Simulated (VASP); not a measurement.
Wanted: the native input for a VASP 6.6.1 run.

```yaml
Task: dielectric tensor
Functional: LDA
Potentials_or_basis: VASP PAW LDA potentials, release 64 (Sr_sv, O)
Cutoff: 520 eV
k_mesh: 5 × 5 × 4
Occupations: gaussian, width 0.01 eV
Spin: no spin polarisation
Dipole_correction: no
Further_INCAR_settings: ALGO = Normal; EDIFF = 1e-08
```

The structure of SrO lies in POSCAR:

```
SrO
1.0
    4.2754660000      0.0000000000      0.0000000000
   -2.1377330000      3.7026620000      0.0000000000
    0.0000000000      0.0000000000      5.1555950000
Sr O
2 2
Direct
    0.3333333333      0.6666666667      0.9381280000
    0.6666666667      0.3333333333      0.4381280000
    0.3333333333      0.6666666667      0.4368720000
    0.6666666667      0.3333333333      0.9368720000
```

The input as run:

INCAR

```
SYSTEM = SrO
ALGO = Normal ; EDIFF = 1E-8
ENCUT = 520 ; ISIF = 2
ISMEAR = 0 ; LASPH = .TRUE.
LCHARG = .FALSE. ; LEPSILON = .TRUE.
LREAL = .FALSE. ; LWAVE = .FALSE.
NELM = 60 ; PREC = Accurate
SIGMA = 0.01
```

KPOINTS

```
k-points
0
G
  5 5 4
  0 0 0
```

Potentials or basis: VASP PAW LDA potentials, release 64 (Sr_sv, O).

Run with:

```bash
$ cat potpaw_LDA.64/Sr_sv/POTCAR potpaw_LDA.64/O/POTCAR > POTCAR
$ mpirun -np 1 vasp_std > vasp.out
```

Results of the run:

```
Band gap on the k mesh                  : 2.45 eV, direct
Electronic dielectric tensor (diagonal) : 3.40, 3.40, 3.52
Born charges (mean of the diagonal)     : Sr +2.20; O -2.20 e
```

Wall time 7.4 min on 1 thread of AMD EPYC 7R13 Processor (Zen 3), on a shared host, peak memory 0.26 GiB.
